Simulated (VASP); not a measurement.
# HfN in VASP: further runs, part 2 of 2

VASP 6.6.1. Earlier steps stand in the parts before.

### 4 Single point, r2SCAN (strain -0.080 along x and y, -0.040 along z)

Input file POSCAR:

```
HfN
1.0
    0.0000000000      2.2584362400      2.3566291200
    2.2584362400      0.0000000000      2.3566291200
    2.2584362400      2.2584362400      0.0000000000
Hf N
1 1
Direct
    0.0000000000      0.0000000000      0.0000000000
    0.7500000000      0.7500000000      0.7500000000
```

Input file INCAR.step1:

```
  ALGO = Normal
  EDIFF = 1E-4
  ENCUT = 520
  GGA = PE
  ISMEAR = 0
  LASPH = True
  LCHARG = False
  LREAL = False
  LWAVE = True
  NBANDS = 14
  NELM = 100
  PREC = Accurate
  SIGMA = 0.15
```

Input file INCAR.step2:

```
  ALGO = Normal
  EDIFF = 1E-6
  ENCUT = 520
  ISIF = 2
  ISMEAR = 0
  ISTART = 1
  LASPH = True
  LCHARG = False
  LMIXTAU = True
  LREAL = False
  LWAVE = False
  METAGGA = R2SCAN
  NBANDS = 14
  NELM = 100
  PREC = Accurate
  SIGMA = 0.15
```

Input file KPOINTS:

```
k-points
0
Gamma
  16 16 16
```

Potentials or basis: VASP PAW PBE potentials, release 64 (Hf_pv, N).

Run with:

```console
> cat potpaw_PBE.64/Hf_pv/POTCAR potpaw_PBE.64/N/POTCAR > POTCAR
> cp INCAR.step1 INCAR
> mpirun -np 1 vasp_std > vasp.out
> cp INCAR.step2 INCAR
> mpirun -np 1 vasp_std > vasp.out
```

OUTCAR:

```text
EDIFF = 1E-6
   ENCUT = 520
   ISIF = 2
   ISMEAR = 0
   ISTART = 1
   LASPH = True
   LREAL = False
   METAGGA = R2SCAN
   NELM = 100
   PREC = Accurate

 ion  position               nearest neighbor table
   1  0.000  0.000  0.000-   2 1.98   2 1.98   2 1.98   2 1.98
   2  0.750  0.750  0.750-   1 1.98   1 1.98   1 1.98   1 1.98

  LATTYP: Found a body centered tetragonal cell.
 ALAT       =     3.1939111604
 C/A-ratio  =     1.4757011086

  Lattice vectors:

 A1 = (  -2.2584362400,   0.0000000000,   2.3566291200)
 A2 = (   2.2584362400,   0.0000000000,   2.3566291200)
 A3 = (   0.0000000000,   2.2584362400,  -2.3566291200)

Analysis of symmetry for initial positions (statically):
=====================================================================
 Subroutine PRICEL returns:
 Original cell was already a primitive cell.

 Routine SETGRP: Setting up the symmetry group for a
 body centered tetragonal supercell.

 Subroutine GETGRP returns: Found  8 space group operations
 (whereof  8 operations were pure point group operations)
 out of a pool of 16 trial point group operations.

[... 176 lines left out ...]
      6       0.6577      2.00000
      7       0.6577      2.00000
      8       7.3490      1.88872
      9      10.0862      0.00000
     10      10.8122      0.00000
     11      15.1839      0.00000
     12      16.1372      0.00000
     13      16.1372      0.00000
     14      19.7424      0.00000
[... 377 lines left out ...]
      1     -24.2272      2.00000
      2     -24.1472      2.00000
      3     -24.1121      2.00000
      4     -10.6208      2.00000
      5       0.3937      2.00000
      6       0.6984      2.00000
      7       0.7488      2.00000
      8       7.9605      0.00003
      9      10.1371      0.00000
     10      10.3254      0.00000
     11      15.3672      0.00000
     12      15.8579      0.00000
     13      16.7024      0.00000
     14      19.7423      0.00000

 [... further k-points ...]

------------------------ aborting loop because EDIFF is reached ----------------------------------------

  FORCE on cell =-STRESS in cart. coord.  units (eV):
  Direction    XX          YY          ZZ          XY          YZ          ZX
  --------------------------------------------------------------------------------------
  -------------------------------------------------------------------------------------
  Total        9.1025637      9.1025637      8.1050098      0.0000000      0.0000000      0.0000000
  in kB      606.6488868    606.6488868    540.1659764      0.0000000      0.0000000      0.0000000
  external PRESSURE =     584.4879167 kB  Pullay stress =       0.0000000 kB

 VOLUME and BASIS-vectors are now :
 -----------------------------------------------------------------------------
  energy-cutoff  :      520.00
  volume of cell :       24.04
      direct lattice vectors                 reciprocal lattice vectors
     0.000000000  2.258436240  2.356629120    -0.221392126  0.221392126  0.212167454
     2.258436240  0.000000000  2.356629120     0.221392126 -0.221392126  0.212167454
     2.258436240  2.258436240  0.000000000     0.221392126  0.221392126 -0.212167454

 POSITION                                       TOTAL-FORCE (eV/Angst)
 -----------------------------------------------------------------------------------
      0.00000      0.00000      0.00000         0.000000     -0.000000      0.000000
      3.38765      3.38765      3.53494        -0.000000      0.000000     -0.000000
 -----------------------------------------------------------------------------------
    total drift:                                0.000001      0.000001     -0.000001

  FREE ENERGIE OF THE ION-ELECTRON SYSTEM (eV)
  ---------------------------------------------------
  free  energy   TOTEN  =       -56.9133698510 eV

  energy  without entropy=      -56.9078470355  energy(sigma->0) =      -56.91060844
```

It took 3.1 min on 1 thread of Intel Xeon Platinum 8488C (Sapphire Rapids), shared host; peak memory 0.24 GiB.

What came out:

```yaml
Free_energy: -56.9134 eV
Pressure: 58.4 GPa
Band_gap_on_the_k_mesh: zero (an odd number of electrons rules out a gap without spin polarisation)
```

Levels at points of the mesh, in eV from the Fermi level:
```
           k point  band 5  band 6  band 7  band 8  band 9  band 10  band 11  band 12
(0.00, 0.00, 0.00)   -6.99   -6.86   -6.86   -0.17    2.57     3.29     7.67     8.62
(0.50, 0.00, 0.00)   -6.43   -6.21   -5.94    1.92    3.62     3.77     5.43     6.80
(0.50, 0.50, 0.00)   -8.49   -4.05   -4.05   -1.58    3.00     5.52     6.07     6.07
(0.50, 0.00, 0.50)   -8.45   -4.25   -4.10   -1.21    3.09     5.57     6.07     6.19
```

Caveat: the cell differs from its parent crystal (strain -0.080 along x and y, -0.040 along z); the stress differs along the axes, from 54 to 61 GPa; the PAW data sets were made with another functional, which shifts forces and pressure a little; spin-orbit coupling is left out, which moves the levels of the heavy elements.

### 5 The runs side by side

```csv
cell,gap on the mesh (eV),pressure (GPa)
"a = 3.194 Å, angles 60.0°, 2 atoms",none,78.2
"a = 3.749 Å, angles 60.0°, 2 atoms",none,-31.2
"a = 3.264, b = 3.264, c = 3.194 Å, angles 60.7, 60.7, 58.6°, 2 atoms",none,58.4
```

Alike in all rows: task single point; level r2SCAN; potentials or basis VASP PAW PBE potentials, release 64 (Hf_pv, N); no spin polarisation; k mesh 16 × 16 × 16; cutoff (eV) 520; smearing gaussian 0.15 eV.

Caveats: the PAW data sets were made with another functional, which shifts forces and pressure a little; spin-orbit coupling is left out, which moves the levels of the heavy elements; the cell stands under pressure (at least some runs); the cell stands under tension (at least some runs); the stress differs along the axes, from 54 to 61 GPa (at least some runs).

Total energies depend on the potentials used, so only differences within one code and one set of settings carry meaning.
